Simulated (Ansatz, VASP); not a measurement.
**P in VASP and in Ansatz**

INCAR

```
SYSTEM = P
PREC = Accurate
ENCUT = 520
EDIFF = 1E-7
ISMEAR = 0
SIGMA = 0.05
LREAL = .False.
LASPH = .True.
NELM = 100
ALGO = Normal
ISIF = 2
LWAVE = .False.
LCHARG = .True.
GGA = PS
LELF = .True.
LVHAR = .True.
NBANDS = 18
```

KPOINTS

```
Automatic mesh
0
Gamma
  8 1 6
  0 0 0
```

The input POSCAR:

```
P
1.0
    3.6531470885      0.0000000000      0.0000000000
    0.0000000000     38.7784469764      0.0000000000
    0.0000000000      0.0000000000      4.6320847100
P
4
Direct
    0.0000000000      0.9702614300      0.5921507200
    0.0000000000      0.0297385700      0.4078492800
    0.5000000000      0.0297385700      0.0921507200
    0.5000000000      0.9702614300      0.9078492800
```

Input for Ansatz:

```yaml
crystal:
  lattice:
    - [3.6531470885, 0.0, 0.0]
    - [0.0, 38.7784469764, 0.0]
    - [0.0, 0.0, 4.63208471]
  atoms:
    - { symbol: P, position: [0.0, 0.97026143, 0.59215072] }
    - { symbol: P, position: [0.0, 0.02973857, 0.40784928] }
    - { symbol: P, position: [0.5, 0.02973857, 0.09215072] }
    - { symbol: P, position: [0.5, 0.97026143, 0.90784928] }
basis:
  ecutwfc: 420
kpoints:
  mp_grid: { grid: [8, 1, 6] }
hamiltonian:
  xc: pbesol
scf:
  occupations: { method: gaussian, width: 0.05 }
output:
  forces: true
  stress: true
  eigenvalues: true
```

Change from the starting cell: strain +0.1125 x Voigt [1, 1, 0, 0, 0, 0], atoms carried along.

Alike in both runs: task single point; functional PBEsol; k mesh 8 × 1 × 6; occupations gaussian, width 0.05 eV; no spin polarisation.

|  | VASP | Ansatz |
| --- | --- | --- |
| version | VASP 6.6.1 | Ansatz 0.2.0 |
| potentials or method | VASP PAW PBE potentials, release 64 (P), cutoff 520 eV | scalar-relativistic, plane waves, PAW |
| valence electrons in the cell | 20 | 20 |

|  | VASP | Ansatz | Ansatz less VASP |
| --- | --- | --- | --- |
| gap on the k mesh at the Fermi level (eV) | 0.48 | 0.45 | -0.032 |
| least direct gap on the mesh (eV) | 0.55 | 0.53 | -0.013 |
| rms of the force components (eV/Å) | 0.738 | 0.734 | -0.0040 |

VASP's potentials were made for PBE, not for PBEsol. Atom by atom the forces differ by 0.008 eV/Å (rms over components). The functional is the same, so the differences come from potentials, cutoffs and numerics.
